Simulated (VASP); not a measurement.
Wanted: the native input for a VASP 6.6.1 run.

* Task: single point
* Functional: LDA
* Potentials or basis: VASP PAW LDA potentials, release 64 (Br)
* Cutoff: 520 eV
* k mesh: 11 × 11 × 11
* Occupations: fermi-dirac, width 0.08 eV
* Spin: no spin polarisation
* Dipole correction: no
* Further INCAR settings: ALGO = Normal; EDIFF = 1e-07; NBANDS = 14

The structure of Br lies in POSCAR:

```
Br
1.0
    0.0000000000      3.3069237090      3.3069237090
    3.3069237090      0.0000000000      3.3069237090
    3.3069237090      3.3069237090      0.0000000000
Br
2
Direct
   -0.1250000000     -0.1250000000     -0.1250000000
    0.1250000000      0.1250000000      0.1250000000
```

One way to write it, as run:

INCAR

```
  ALGO = Normal
  EDIFF = 1E-7
  ENCUT = 520
  ISIF = 2
  ISMEAR = -1
  LASPH = True
  LCHARG = False
  LREAL = False
  LWAVE = False
  NBANDS = 14
  NELM = 100
  PREC = Accurate
  SIGMA = 0.08
```

KPOINTS

```
k-points
0
Gamma
  11 11 11
```

Potentials or basis: VASP PAW LDA potentials, release 64 (Br).

Launch:

```sh
$ cat potpaw_LDA.64/Br/POTCAR > POTCAR
$ mpirun -np 1 vasp_std > vasp.out
```

Results of the run:

* Pressure: 1.3 GPa
* Band gap on the k mesh: zero (bands 7 and 8 overlap by 1.68 eV)

Run time: 32 s on 1 thread of Intel(R) Xeon(R) Platinum 8488C (Sapphire Rapids), with other jobs on the host, peak memory 0.19 GiB.
